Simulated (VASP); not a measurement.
# Al (P6_3/mmc) in VASP: further runs

Runs on Al. Level: r2SCAN. Tasks: single point, relaxation of cell and atoms.

Everything below comes from runs of VASP 6.6.1. Logs are shortened: lines on timing, memory, paths and dates and some standing lists are left out, and cuts for length are marked.

## 1. The cell of the first run

Symmetry: P6_3/mmc, No. 194, hexagonal system. The conventional cell has a = 2.822 Å, b = 2.822 Å, c = 9.262 Å, α = 90.00°, β = 90.00°, γ = 120.00°. Within 3.7 Å of Al (site symmetry -3m) lie 12 Al at 2.82 to 2.83 Å. Al (site symmetry -6m2) has 12 Al at 2.82 to 2.83 Å within 3.7 Å.

This isn't the form of Al at room conditions, which is fcc.

## 2. Single point, r2SCAN

File POSCAR:

```
Al
1.0
    2.8221979706      0.0000000000      0.0000000000
   -1.4110989853      2.4440951371      0.0000000000
    0.0000000000      0.0000000000      9.2620593335
Al
4
Direct
    0.0000000000      0.0000000000      0.0000000000
    0.3333333333      0.6666666667      0.2500000000
    0.0000000000      0.0000000000      0.5000000000
    0.6666666667      0.3333333333      0.7500000000
```

File INCAR.step1:

```
PREC = Accurate
ENCUT = 520
ISMEAR = 0
SIGMA = 0.1
LREAL = F
LASPH = T
NELM = 100
NBANDS = 14
GGA = PE
ALGO = Normal
EDIFF = 1E-4
LWAVE = T
LCHARG = F
```

File INCAR.step2:

```
PREC = Accurate
ENCUT = 520
EDIFF = 1E-7
ISMEAR = 0
SIGMA = 0.1
LREAL = F
LASPH = T
NELM = 100
ALGO = Normal
ISIF = 2
LWAVE = F
LCHARG = F
METAGGA = R2SCAN
LMIXTAU = T
NBANDS = 14
ISTART = 1
```

File KPOINTS:

```
Automatic mesh
0
Gamma
  12 12 4
```

Potentials or basis: VASP PAW PBE potentials, release 64 (Al).

Run with:

```console
> cat potpaw_PBE.64/Al/POTCAR > POTCAR
> cp INCAR.step1 INCAR
> mpirun -np 1 vasp_std > vasp.out
> cp INCAR.step2 INCAR
> mpirun -np 1 vasp_std > vasp.out
```

OUTCAR:

```text
PREC = Accurate
   ENCUT = 520
   EDIFF = 1E-7
   ISMEAR = 0
   LREAL = F
   LASPH = T
   NELM = 100
   ISIF = 2
   METAGGA = R2SCAN
   ISTART = 1

 ion  position               nearest neighbor table
   1  0.000  0.000  0.000-   2 2.83   4 2.83   4 2.83   2 2.83   4 2.83   2 2.83
   2  0.333  0.667  0.250-   1 2.83   3 2.83   1 2.83   3 2.83   1 2.83   3 2.83
   3  0.000  0.000  0.500-   2 2.83   4 2.83   4 2.83   2 2.83   4 2.83   2 2.83
   4  0.667  0.333  0.750-   1 2.83   3 2.83   1 2.83   3 2.83   1 2.83   3 2.83

  LATTYP: Found a hexagonal cell.
 ALAT       =     2.8221979706
 C/A-ratio  =     3.2818602486

  Lattice vectors:

 A1 = (   2.8221979706,   0.0000000000,   0.0000000000)
 A2 = (  -1.4110989853,   2.4440951371,   0.0000000000)
 A3 = (   0.0000000000,   0.0000000000,   9.2620593335)

Analysis of symmetry for initial positions (statically):
=====================================================================
 Subroutine PRICEL returns:
 Original cell was already a primitive cell.

 Routine SETGRP: Setting up the symmetry group for a
 hexagonal supercell.

 Subroutine GETGRP returns: Found 24 space group operations
 (whereof 12 operations were pure point group operations)
 out of a pool of 24 trial point group operations.

The static configuration has the point symmetry D_3d.
 The point group associated with its full space group is D_6h.

Analysis of symmetry for dynamics (positions and initial velocities):
=====================================================================
 Subroutine PRICEL returns:
 Original cell was already a primitive cell.

 Routine SETGRP: Setting up the symmetry group for a
 hexagonal supercell.

 Subroutine GETGRP returns: Found 24 space group operations
 (whereof 12 operations were pure point group operations)
 out of a pool of 24 trial point group operations.

The dynamic configuration has the point symmetry D_3d.
 The point group associated with its full space group is D_6h.

 Subroutine INISYM returns: Found 24 space group operations
 (whereof 12 operations are pure point group operations),
 and found     1 'primitive' translations

----------------------------------------------------------------------------------------

                                     Primitive cell

  volume of cell :      63.8871

[... 102 lines left out ...]
   PSTRESS=    0.0 pullay stress
   NELECT =      12.0000    total number of electrons
   NUPDOWN=      -1.0000    fix difference up-down
   EMIN   =  10.00;   EMAX   =-10.00  energy-range for DOS
   EFERMI =   0.00;   METHOD = LEGACY
   ISMEAR =     0;   SIGMA  =   0.10  broadening in eV -4-tet -1-fermi 0-gaus
   EFERMI_NEDOS =   21; number of points for ismear=-14 and -15
   IALGO  =     38    algorithm
   IMIX   =      4    mixing-type and parameters
     AMIX     =   0.40;   BMIX     =  1.00
     AMIX_MAG =   1.60;   BMIX_MAG =  1.00
  volume/ion in A,a.u.               =      15.97       107.78
  Fermi-wavevector in a.u.,A,eV,Ry     =   0.937557  1.771725 11.959692  0.879013
  Thomas-Fermi vector in A             =   2.064680
   LORBIT       =      0    0 simple, 1 ext, 2 COOP (PROOUT), +10 PAW based schemes
   METAGGA = R2SCAN    functional components
   LHFCALC =     F    Hartree Fock is set to
   AEXX    =    0.0000 exact exchange contribution
   IVDW    =     0    specifies the selected vdW correction
   LEPSILON=     F    determine dielectric tensor
   LRPA    =     F    only Hartree local field effects (RPA)
 non-spin polarized calculation
 Gauss-broadening in eV      SIGMA  =   0.10
  energy-cutoff  :      520.00
  volume of cell :       63.89
 maximum number of plane-waves:      1738
 NGX is ok and might be reduce to    24
   NGX = 11   NGY = 11   NGZ = 35

 number of electron      12.0000000 magnetization

 Free energy of the ion-electron system (eV)
  ---------------------------------------------------
  ext. energy  EPLUGINS =         0.00000000
  ---------------------------------------------------
  free energy    TOTEN  =       -26.88663243 eV

  energy without entropy =      -26.87855725  energy(sigma->0) =      -26.88259484

 E-fermi :   8.3584     XC(G=0): -11.0321

 val. band max:        8.3537698786   @ k =   0.4167   0.1667   0.2500
 cond. band min:       8.3669080485   @ k =   0.2500   0.1667   0.0000
 fundamental gap:      0.0131381699
 Fermi energy:         8.3583944422

 k-point     1 :       0.0000    0.0000    0.0000
  band No.  band energies     occupation
      1      -3.7158      2.00000
      2      -1.9009      2.00000
      3      -1.8864      2.00000
      4       3.1963      2.00000
      5       3.7159      2.00000
      6      11.9921      0.00000
      7      11.9956      0.00000
      8      20.1070      0.00000
      9      20.1070      0.00000
     10      20.2082      0.00000
     11      20.2082      0.00000
     12      21.1542      0.00000
     13      21.1544      0.00000
     14      21.2994      0.00000
[... 377 lines left out ...]
      1      -0.7086      2.00000
      2       0.1848      2.00000
      3       1.9506      2.00000
      4       4.5270      2.00000
      5       7.3612      2.00000
      6       8.1897      1.98297
      7       8.9006      0.00000
      8      10.3016      0.00000
      9      12.3702      0.00000
     10      12.7720      0.00000
     11      15.3024      0.00000
     12      15.6226      0.00000
     13      16.0794      0.00000
     14      16.4663      0.00000

 [... further k-points ...]

------------------------ aborting loop because EDIFF is reached ----------------------------------------

  FORCE on cell =-STRESS in cart. coord.  units (eV):
  Direction    XX          YY          ZZ          XY          YZ          ZX
  --------------------------------------------------------------------------------------
  -------------------------------------------------------------------------------------
  Total        0.0889818      0.0889818     -0.6103890      0.0000000     -0.0000000      0.0000000
  in kB        2.2315083      2.2315083    -15.3074956      0.0000000     -0.0000000      0.0000000
  external PRESSURE =      -3.6148263 kB  Pullay stress =       0.0000000 kB

 VOLUME and BASIS-vectors are now :
 -----------------------------------------------------------------------------
  energy-cutoff  :      520.00
  volume of cell :       63.89
      direct lattice vectors                 reciprocal lattice vectors
     2.822197971  0.000000000  0.000000000     0.354333753  0.204574688  0.000000000
    -1.411098985  2.444095137  0.000000000     0.000000000  0.409149376  0.000000000
     0.000000000  0.000000000  9.262059333     0.000000000  0.000000000  0.107967350

 POSITION                                       TOTAL-FORCE (eV/Angst)
 -----------------------------------------------------------------------------------
      0.00000      0.00000      0.00000        -0.000000      0.000000     -0.000000
     -0.00000      1.62940      2.31551        -0.000000      0.000000      0.000000
      0.00000      0.00000      4.63103        -0.000000      0.000000     -0.000000
      1.41110      0.81470      6.94654         0.000000      0.000000      0.000000
 -----------------------------------------------------------------------------------
    total drift:                               -0.000000      0.000000      0.000000

  FREE ENERGIE OF THE ION-ELECTRON SYSTEM (eV)
  ---------------------------------------------------
  free  energy   TOTEN  =       -26.8866324331 eV

  energy  without entropy=      -26.8785572466  energy(sigma->0) =      -26.88259484
```

It took 68 s on 1 thread of Intel Xeon 6975P-C (Granite Rapids), shared host; peak memory 0.21 GiB.

What came out:

```
Free energy            : -26.8866 eV
Pressure               : -0.4 GPa
Band gap on the k mesh : zero (bands 6 and 7 overlap by 5.46 eV)
```

Stress tensor (GPa, compression positive):
```
 0.22  0.00  0.00
 0.00  0.22  0.00
 0.00  0.00 -1.53
```

Levels at points of the mesh, in eV from the Fermi level:
```tsv
k point	band 3	band 4	band 5	band 6	band 7	band 8	band 9	band 10
(0.00, 0.00, 0.00)	-10.24	-5.16	-4.64	3.63	3.64	11.75	11.75	11.85
(0.50, 0.00, 0.00)	-4.30	-4.27	-3.46	-3.45	0.81	1.22	1.51	1.88
(0.00, 0.00, 0.50)	-8.01	-8.01	-1.00	-1.00	8.86	8.86	12.09	12.09
(0.50, 0.00, 0.50)	-5.16	-5.16	-2.00	-2.00	-1.28	-1.28	4.95	4.95
```

Caveat: the PAW data sets were made with another functional, which shifts forces and pressure a little.

## 3. Single point, r2SCAN

POSCAR is that of step 2.

File INCAR.step1:

```
SYSTEM = Al
PREC     = Accurate       ! precision mode
ENCUT    = 520            ! plane-wave cutoff, eV
ISMEAR   = 0              ! smearing method
SIGMA    = 0.1            ! smearing width, eV
LREAL    = .False.        ! projectors in reciprocal space
LASPH    = .True.         ! aspherical terms in the spheres
NELM     = 100            ! most SCF steps
NBANDS   = 14             ! bands
GGA      = PE             ! functional
ALGO     = Normal         ! electronic algorithm
EDIFF    = 1E-4           ! SCF threshold, eV
LWAVE    = .True.         ! write WAVECAR
LCHARG   = .False.        ! write CHGCAR
```

File INCAR.step2:

```
SYSTEM = Al
PREC     = Accurate       ! precision mode
ENCUT    = 520            ! plane-wave cutoff, eV
EDIFF    = 1E-6           ! SCF threshold, eV
ISMEAR   = 0              ! smearing method
SIGMA    = 0.1            ! smearing width, eV
LREAL    = .False.        ! projectors in reciprocal space
LASPH    = .True.         ! aspherical terms in the spheres
NELM     = 100            ! most SCF steps
ALGO     = Normal         ! electronic algorithm
ISIF     = 2              ! what is computed and relaxed
LWAVE    = .False.        ! write WAVECAR
LCHARG   = .True.         ! write CHGCAR
METAGGA  = R2SCAN         ! meta-GGA
LMIXTAU  = .True.       
LELF     = .True.         ! ELF
LVHAR    = .True.       
NBANDS   = 14             ! bands
ISTART   = 1
```

File KPOINTS:

```
regular mesh
0
Gamma
  12 12 4
  0 0 0
```

Potentials or basis: VASP PAW PBE potentials, release 64 (Al).

Run with:

```console
> cat potpaw_PBE.64/Al/POTCAR > POTCAR
> cp INCAR.step1 INCAR
> mpirun -np 1 vasp_std > vasp.out
> cp INCAR.step2 INCAR
> mpirun -np 1 vasp_std > vasp.out
```

Run time: 71 s. Hardware: 1 thread of Intel Xeon 6975P-C (Granite Rapids), shared host; peak memory 0.2 GiB.

Results (log left out):

* Free energy: -26.8866 eV
* Pressure: -0.4 GPa
* Band gap on the k mesh: zero (bands 6 and 7 overlap by 5.46 eV)

Stress tensor (GPa, compression positive):
```
 0.22  0.00  0.00
 0.00  0.22  0.00
 0.00  0.00 -1.53
```

Levels at points of the mesh, in eV from the Fermi level:
| k point | band 4 | band 5 | band 6 | band 7 | band 8 | band 9 |
| --- | --- | --- | --- | --- | --- | --- |
| (0.00, 0.00, 0.00) | -5.16 | -4.64 | 3.63 | 3.64 | 11.75 | 11.75 |
| (0.50, 0.00, 0.00) | -4.27 | -3.46 | -3.45 | 0.81 | 1.22 | 1.51 |
| (0.00, 0.00, 0.50) | -8.01 | -1.00 | -1.00 | 8.86 | 8.86 | 12.09 |
| (0.50, 0.00, 0.50) | -5.16 | -2.00 | -2.00 | -1.28 | -1.28 | 4.95 |

Caveat: the PAW data sets were made with another functional, which shifts forces and pressure a little.

## 4. Single point, r2SCAN

POSCAR is that of step 3.

File INCAR.step1:

```
ALGO = Normal ; EDIFF = 1E-4
ENCUT = 520 ; GGA = PE
ISMEAR = 0 ; LASPH = T
LCHARG = F ; LREAL = F
LWAVE = T ; NBANDS = 14
NELM = 60 ; PREC = Accurate
SIGMA = 0.1
```

File INCAR.step2:

```
ALGO = Normal ; EDIFF = 1E-6
ENCUT = 520 ; ISIF = 2
ISMEAR = 0 ; ISTART = 1
LASPH = T ; LCHARG = F
LMIXTAU = T ; LREAL = F
LWAVE = F ; METAGGA = R2SCAN
NBANDS = 14 ; NELM = 60
PREC = Accurate ; SIGMA = 0.1
```

File KPOINTS:

```
k-points
0
Gamma
  18 18 6
```

Potentials or basis: VASP PAW PBE potentials, release 64 (Al).

Run with:

```console
> cat potpaw_PBE.64/Al/POTCAR > POTCAR
> cp INCAR.step1 INCAR
> mpirun -np 1 vasp_std > vasp.out
> cp INCAR.step2 INCAR
> mpirun -np 1 vasp_std > vasp.out
```

OUTCAR:

```text
EDIFF = 1E-6
   ENCUT = 520
   ISIF = 2
   ISMEAR = 0
   ISTART = 1
   LASPH = T
   LREAL = F
   METAGGA = R2SCAN
   NELM = 60
   PREC = Accurate

 ion  position               nearest neighbor table
   1  0.000  0.000  0.000-   2 2.83   4 2.83   4 2.83   2 2.83   4 2.83   2 2.83
   2  0.333  0.667  0.250-   1 2.83   3 2.83   1 2.83   3 2.83   1 2.83   3 2.83
   3  0.000  0.000  0.500-   2 2.83   4 2.83   4 2.83   2 2.83   4 2.83   2 2.83
   4  0.667  0.333  0.750-   1 2.83   3 2.83   1 2.83   3 2.83   1 2.83   3 2.83

  LATTYP: Found a hexagonal cell.
 ALAT       =     2.8221979706
 C/A-ratio  =     3.2818602486

  Lattice vectors:

 A1 = (   2.8221979706,   0.0000000000,   0.0000000000)
 A2 = (  -1.4110989853,   2.4440951371,   0.0000000000)
 A3 = (   0.0000000000,   0.0000000000,   9.2620593335)

Analysis of symmetry for initial positions (statically):
=====================================================================
 Subroutine PRICEL returns:
 Original cell was already a primitive cell.

 Routine SETGRP: Setting up the symmetry group for a
 hexagonal supercell.

 Subroutine GETGRP returns: Found 24 space group operations
 (whereof 12 operations were pure point group operations)
 out of a pool of 24 trial point group operations.

The static configuration has the point symmetry D_3d.
 The point group associated with its full space group is D_6h.

Analysis of symmetry for dynamics (positions and initial velocities):
=====================================================================
 Subroutine PRICEL returns:
 Original cell was already a primitive cell.

 Routine SETGRP: Setting up the symmetry group for a
 hexagonal supercell.

 Subroutine GETGRP returns: Found 24 space group operations
 (whereof 12 operations were pure point group operations)
 out of a pool of 24 trial point group operations.

The dynamic configuration has the point symmetry D_3d.
 The point group associated with its full space group is D_6h.

 Subroutine INISYM returns: Found 24 space group operations
[... 134 lines left out ...]
  energy-cutoff  :      520.00
  volume of cell :       63.89
 maximum number of plane-waves:      1736
 NGX is ok and might be reduce to    24
   NGX = 11   NGY = 11   NGZ = 35

 number of electron      12.0000000 magnetization

 Free energy of the ion-electron system (eV)
  ---------------------------------------------------
  ext. energy  EPLUGINS =         0.00000000
  ---------------------------------------------------
  free energy    TOTEN  =       -26.89426518 eV

  energy without entropy =      -26.88652322  energy(sigma->0) =      -26.89039420

 E-fermi :   8.3473     XC(G=0): -11.0317

 val. band max:        8.3357487328   @ k =   0.3889   0.2222   0.3333
 cond. band min:       8.3522236075   @ k =   0.3333   0.1111   0.0000
 fundamental gap:      0.0164748747
 Fermi energy:         8.3472947639

 k-point     1 :       0.0000    0.0000    0.0000
  band No.  band energies     occupation
      1      -3.7155      2.00000
      2      -1.8963      2.00000
      3      -1.8905      2.00000
      4       3.1955      2.00000
      5       3.7172      2.00000
      6      11.9936      0.00000
      7      11.9945      0.00000
      8      20.1092      0.00000
      9      20.1092      0.00000
     10      20.2054      0.00000
     11      20.2054      0.00000
     12      21.1656      0.00000
     13      21.1658      0.00000
     14      21.2872      0.00000
[... 377 lines left out ...]
      1       1.6212      2.00000
      2       3.3326      2.00000
      3       3.3412      2.00000
      4       4.3883      2.00000
      5       6.2034      2.00000
      6       6.2036      2.00000
      7       8.3138      1.36448
      8       8.9655      0.00000
      9      10.8470      0.00000
     10      11.0275      0.00000
     11      12.4120      0.00000
     12      13.0364      0.00000
     13      13.4313      0.00000
     14      17.0052      0.00000

 [... further k-points ...]

------------------------ aborting loop because EDIFF is reached ----------------------------------------

  FORCE on cell =-STRESS in cart. coord.  units (eV):
  Direction    XX          YY          ZZ          XY          YZ          ZX
  --------------------------------------------------------------------------------------
  -------------------------------------------------------------------------------------
  Total       -0.1284025     -0.1284025     -0.1315577      0.0000000      0.0000000      0.0000000
  in kB       -3.2201125     -3.2201125     -3.2992383      0.0000000      0.0000000      0.0000000
  external PRESSURE =      -3.2464878 kB  Pullay stress =       0.0000000 kB

 VOLUME and BASIS-vectors are now :
 -----------------------------------------------------------------------------
  energy-cutoff  :      520.00
  volume of cell :       63.89
      direct lattice vectors                 reciprocal lattice vectors
     2.822197971  0.000000000  0.000000000     0.354333753  0.204574688  0.000000000
    -1.411098985  2.444095137  0.000000000     0.000000000  0.409149376  0.000000000
     0.000000000  0.000000000  9.262059333     0.000000000  0.000000000  0.107967350

 POSITION                                       TOTAL-FORCE (eV/Angst)
 -----------------------------------------------------------------------------------
      0.00000      0.00000      0.00000         0.000000     -0.000000      0.000000
     -0.00000      1.62940      2.31551        -0.000000      0.000000     -0.000000
      0.00000      0.00000      4.63103         0.000000     -0.000000      0.000000
      1.41110      0.81470      6.94654         0.000000     -0.000000      0.000000
 -----------------------------------------------------------------------------------
    total drift:                               -0.000000      0.000000      0.000000

  FREE ENERGIE OF THE ION-ELECTRON SYSTEM (eV)
  ---------------------------------------------------
  free  energy   TOTEN  =       -26.8942651826 eV

  energy  without entropy=      -26.8865232200  energy(sigma->0) =      -26.89039420
```

Run time: 2.6 min. Hardware: 1 thread of Intel Xeon 6975P-C (Granite Rapids), shared host; peak memory 0.26 GiB.

Results:

```
Free energy            : -26.8943 eV
Pressure               : -0.3 GPa
Band gap on the k mesh : zero (bands 6 and 7 overlap by 5.79 eV)
```

Levels at points of the mesh, in eV from the Fermi level:
```tsv
k point	band 4	band 5	band 6	band 7	band 8	band 9
(0.00, 0.00, 0.00)	-5.15	-4.63	3.65	3.65	11.76	11.76
(0.50, 0.00, 0.00)	-4.27	-3.45	-3.44	0.82	1.23	1.52
(0.00, 0.00, 0.50)	-8.00	-0.98	-0.98	8.87	8.87	12.10
(0.50, 0.00, 0.50)	-5.15	-1.99	-1.99	-1.26	-1.26	4.95
```

Caveat: the PAW data sets were made with another functional, which shifts forces and pressure a little.

(Continued in part 2 of 2.)
